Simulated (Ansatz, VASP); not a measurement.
One calculation of Ti4Se, two programs

```
Ti Se
1.0
    -2.70279    2.70279    3.05203
     2.70279   -2.70279    3.05203
     2.70279    2.70279   -3.05203
Ti Se
4 1
Direct
  0.04694 0.04694 0.38726
  0.65968 0.65968 0.61274
  0.34032 0.95306 0.00000
  0.95306 0.34032 0.00000
  0.50000 0.50000 0.00000
```

Change from the starting cell: species swapped into the GeF4 type (I-43m, No. 217).

Alike in both runs: functional PBE; k mesh 10 × 10 × 10; occupations gaussian, width 0.1 eV; no spin polarisation.

Ansatz relaxed the structure, and its values are those at the end. VASP's run is a single point on that final structure, the one shown.

```csv
,VASP,Ansatz
version,VASP 6.6.1,Ansatz 0.2.0
potentials or method,"VASP PAW PBE potentials, release 64 (Ti_sv, Se), cutoff 520 eV","scalar-relativistic, plane waves, PAW"
valence electrons in the cell,54,64
```

Ansatz gave:

* gap on the k mesh at the Fermi level (eV): none
* pressure (GPa): 0.0
* rms of the force components (eV/Å): 0.005

**Question.** Which values does VASP return?

**Answer.** gap on the k mesh at the Fermi level (eV): none; pressure (GPa): 0.0; rms of the force components (eV/Å): 0.006.

A gap of «none» marks a metal or a gap that the smearing closes. The functional is the same, so the differences come from potentials, cutoffs and numerics. VASP's potentials hold 54 valence electrons a cell and Ansatz's 64, so a difference there can come from the potentials and not from the codes.
